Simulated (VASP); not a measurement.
A run of VASP 6.6.1 is set up as follows.

POSCAR

```
Pt
1.0
    0.0000000000      1.9699417981      1.9699417981
    1.9699417981      0.0000000000      1.9699417981
    1.9699417981      1.9699417981      0.0000000000
Pt
1
Direct
    0.0000000000      0.0000000000      0.0000000000
```

File INCAR.step1:

```
SYSTEM = Pt
  PREC = Accurate
  ENCUT = 600
  ISMEAR = -1
  SIGMA = 0.15
  LREAL = .FALSE.
  LASPH = .TRUE.
  NELM = 60
  GGA = PE
  ALGO = Normal
  EDIFF = 1E-4
  LWAVE = .TRUE.
  LCHARG = .FALSE.
```

INCAR.step2

```
SYSTEM = Pt
  PREC = Accurate
  ENCUT = 600
  EDIFF = 1E-6
  ISMEAR = -1
  SIGMA = 0.15
  LREAL = .FALSE.
  LASPH = .TRUE.
  NELM = 60
  ALGO = Normal
  ISIF = 3
  LWAVE = .FALSE.
  LCHARG = .FALSE.
  METAGGA = R2SCAN
  LMIXTAU = .TRUE.
  IBRION = 2
  NSW = 80
  EDIFFG = -0.001
  ISTART = 1
```

KPOINTS

```
regular mesh
0
G
  24 24 24
  0 0 0
```

Potentials or basis: VASP PAW PBE potentials, release 64 (Pt).

Command:

```console
$ cat potpaw_PBE.64/Pt/POTCAR > POTCAR
$ cp INCAR.step1 INCAR
$ mpirun -np 1 vasp_std > vasp.out
$ cp INCAR.step2 INCAR
$ mpirun -np 1 vasp_std > vasp.out
```

**Question.** Predict the relaxed volume.

**Answer.** 15.37 Å³/atom.

**Question.** What does it give for the relaxed cell?

**Answer.** a = 2.791 Å, b = 2.791 Å, c = 2.791 Å, α = 60.00°, β = 60.00°, γ = 60.00°.

**Question.** Predict the band gap on the k mesh.

**Answer.** Zero (band 5 reaches 11.16 eV, above the bottom of band 6 at 8.86 eV).

**Question.** Predict the space group after relaxing (to 0.05 Å).

**Answer.** Fm-3m (No. 225).

The path:
```tsv
step	energy change (eV)	largest force (eV/Å)	pressure (GPa)	volume (Å³)
1	0.0000	0.0000	1.55	15.29
2	0.0028	0.0000	-4.04	15.62
3	-0.0004	0.0000	0.01	15.37
```

Caveat: the PAW data sets were made with another functional, which shifts forces and pressure a little; spin-orbit coupling is left out, which moves the levels of the heavy elements.
